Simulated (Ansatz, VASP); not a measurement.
Hg in VASP and in Ansatz

Contents of INCAR:

```
SYSTEM = Hg
PREC = Accurate
ENCUT = 520
EDIFF = 1E-7
ISMEAR = -1
SIGMA = 0.05
LREAL = .False.
LASPH = .True.
NELM = 100
ALGO = Normal
ISIF = 2
LWAVE = .False.
LCHARG = .False.
GGA = PE
NBANDS = 19
```

File KPOINTS:

```
Automatic mesh
0
Gamma
  11 11 11
  0 0 0
```

POSCAR

```
Hg
1.0
    0.0000000000      2.9396288993      2.9396288993
    2.9396288993      0.0000000000      2.9396288993
    2.9396288993      2.9396288993      0.0000000000
Hg
2
Direct
   -0.1250000000     -0.1250000000     -0.1250000000
    0.1250000000      0.1250000000      0.1250000000
```

Input for Ansatz:

```yaml
crystal:
  lattice:
    - [0.0, 2.9396288993, 2.9396288993]
    - [2.9396288993, 0.0, 2.9396288993]
    - [2.9396288993, 2.9396288993, 0.0]
  atoms:
    - { symbol: Hg, position: [-0.125, -0.125, -0.125] }
    - { symbol: Hg, position: [0.125, 0.125, 0.125] }
kpoints:
  mp_grid: { grid: [11, 11, 11] }
scf:
  occupations: { method: fermi_dirac, width: 0.05 }
hamiltonian:
  xc: pbe
  pseudopotentials: { kind: all_electron, datasets: crystal }
output:
  forces: true
  stress: true
  eigenvalues: true
```

Change from the starting cell: volume scaled by 0.45, crystal datasets.

Alike in both runs: task single point; functional PBE; k mesh 11 × 11 × 11; occupations fermi-dirac, width 0.05 eV; no spin polarisation.

|  | VASP | Ansatz |
| --- | --- | --- |
| version | VASP 6.6.1 | Ansatz 0.2.0 |
| potentials or method | VASP PAW PBE potentials, release 64 (Hg), cutoff 520 eV | all-electron PAW with datasets made for the crystal, scalar-relativistic |

Ansatz gave:

```
pressure (GPa) : 25.8
```

Question: What did VASP give for the same quantities?

Answer: Pressure (GPa): 27.3.

Ansatz ran all-electron here, and VASP with PAW potentials.

Spin-orbit coupling is off throughout.
